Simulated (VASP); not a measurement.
ZnO (zincite), 36 atoms in the cell. The cell holds a slab with vacuum, 36 atoms: a = 5.214 Å, b = 5.595 Å, c = 27.920 Å, α = 90.00°, β = 90.00°, γ = 90.00°. 

| Property | Result |
| --- | --- |
| Program | VASP 6.6.1 |
| Task | single point |
| Functional | PBEsol |
| Potentials or basis | VASP PAW PBE potentials, release 64 (Zn, O) |
| Cutoff | 520 eV |
| k mesh | 5 × 5 × 1 |
| Occupations | gaussian, width 0.05 eV |
| Spin | no spin polarisation |
| Dipole correction | yes |
| Further INCAR settings | LREAL = Auto; ALGO = Normal; EDIFF = 1e-06; NBANDS = 186 |

Potentials or basis: VASP PAW PBE potentials, release 64 (Zn, O).

Run with:

```console
$ cat potpaw_PBE.64/Zn/POTCAR potpaw_PBE.64/O/POTCAR > POTCAR
$ mpirun -np 1 vasp_std > vasp.out
```

Hardware: 1 thread of Intel(R) Xeon(R) 6975P-C (Granite Rapids), on a shared host.

Problem. How long does it take, and how much memory?

Solution. It took 42 min on 1 thread of Intel(R) Xeon(R) 6975P-C (Granite Rapids), on a shared host, peak memory 1.2 GiB. Counts: scf iterations 32, k points 9.
